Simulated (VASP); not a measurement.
CdS, 4 atoms in the cell. The structure is hexagonal, space group P6_3/mmc (No. 194). The conventional cell has a = 4.409 Å, b = 4.409 Å, c = 5.748 Å, α = 90.00°, β = 90.00°, γ = 120.00°. Cd (site symmetry -6m2) has 5 S at 2.55 to 2.87 Å within 3.4 Å. S (site symmetry -6m2) has 5 Cd at 2.55 to 2.87 Å within 3.4 Å. 

- Program: VASP 6.6.1
- Task: single point
- Functional: PBE
- Potentials or basis: VASP PAW PBE potentials, release 64 (Cd, S)
- Cutoff: 520 eV
- k mesh: 6 × 6 × 4
- Occupations: gaussian, width 0.01 eV
- Spin: no spin polarisation
- Dipole correction: no
- Further INCAR settings: ALGO = Normal; EDIFF = 1e-07; NBANDS = 26

Potentials or basis: VASP PAW PBE potentials, release 64 (Cd, S).

Command:

```console
$ cat potpaw_PBE.64/Cd/POTCAR potpaw_PBE.64/S/POTCAR > POTCAR
$ mpirun -np 1 vasp_std > vasp.out
```

Hardware: 1 thread of Intel(R) Xeon(R) Platinum 8259CL CPU @ 2.50GHz (Skylake/Cascade Lake), on a shared host.

How long does it take, and how much memory?

Wall time 58 s on 1 thread of Intel(R) Xeon(R) Platinum 8259CL CPU @ 2.50GHz (Skylake/Cascade Lake), on a shared host, peak memory 0.25 GiB. Counts: scf iterations 16, k points 21.
